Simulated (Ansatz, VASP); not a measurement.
ZnMo3: VASP beside Ansatz

INCAR

```
SYSTEM = ZnMo3
PREC     = Accurate       ! precision mode
ENCUT    = 520            ! plane-wave cutoff, eV
EDIFF    = 1E-6           ! SCF threshold, eV
ISMEAR   = 0              ! smearing method
SIGMA    = 0.1            ! smearing width, eV
LREAL    = .False.        ! projectors in reciprocal space
LASPH    = .True.         ! aspherical terms in the spheres
NELM     = 100            ! most SCF steps
ALGO     = Fast           ! electronic algorithm
ISIF     = 2              ! what is computed and relaxed
LWAVE    = .False.        ! write WAVECAR
LCHARG   = .False.        ! write CHGCAR
GGA      = PE             ! functional
NBANDS   = 64             ! bands
```

Contents of KPOINTS:

```
Automatic mesh
0
Gamma
  6 6 4
  0 0 0
```

POSCAR

```
ZnMo3
1.0
    5.6235610714      0.0000000000      0.0000000000
   -2.8117805357      4.8701467476      0.0000000000
    0.0000000000      0.0000000000      4.5137754321
Zn Mo
2 6
Direct
    0.3333333333      0.6666666667      0.2500000000
    0.6666666667      0.3333333333      0.7500000000
    0.8330000000      0.6660000000      0.2500000000
    0.1670000000      0.8330000000      0.7500000000
    0.3340000000      0.1670000000      0.2500000000
    0.1670000000      0.3340000000      0.7500000000
    0.8330000000      0.1670000000      0.2500000000
    0.6660000000      0.8330000000      0.7500000000
```

Input for Ansatz:

```yaml
crystal:
  lattice:
    - [5.6235610714, 0.0, 0.0]
    - [-2.8117805357, 4.8701467476, 0.0]
    - [0.0, 0.0, 4.5137754321]
  atoms:
    - { symbol: Zn, position: [0.3333333333, 0.6666666667, 0.25] }
    - { symbol: Zn, position: [0.6666666667, 0.3333333333, 0.75] }
    - { symbol: Mo, position: [0.833, 0.666, 0.25] }
    - { symbol: Mo, position: [0.167, 0.833, 0.75] }
    - { symbol: Mo, position: [0.334, 0.167, 0.25] }
    - { symbol: Mo, position: [0.167, 0.334, 0.75] }
    - { symbol: Mo, position: [0.833, 0.167, 0.25] }
    - { symbol: Mo, position: [0.666, 0.833, 0.75] }
basis:
  ecutwfc: 420
kpoints:
  mp_grid: { grid: [6, 6, 4] }
hamiltonian:
  xc: pbe
scf:
  occupations: { method: gaussian, width: 0.1 }
  lower_state_search: "off"
output:
  forces: true
  stress: true
  eigenvalues: true
```

Alike in both runs: task single point; functional PBE; k mesh 6 × 6 × 4; occupations gaussian, width 0.1 eV; no spin polarisation.

```csv
,VASP,Ansatz
version,VASP 6.6.1,Ansatz 0.2.0
potentials or method,"VASP PAW PBE potentials, release 64 (Zn, Mo_sv), cutoff 520 eV","scalar-relativistic, plane waves, PAW"
valence electrons in the cell,108,108
```

VASP gave:

```
gap on the k mesh at the Fermi level (eV)                     : none
pressure (GPa)                                                : -1.9
traceless stress, the component that is largest in VASP (GPa) : 4.34
rms of the force components (eV/Å)                            : 0.623
```

Estimate Ansatz's values.

gap on the k mesh at the Fermi level (eV): none; pressure (GPa): -2.5; traceless stress, the component that is largest in VASP (GPa): 4.32; rms of the force components (eV/Å): 0.619.

Atom by atom the forces differ by 0.004 eV/Å (rms over components). A gap of «none» marks a metal or a gap that the smearing closes.
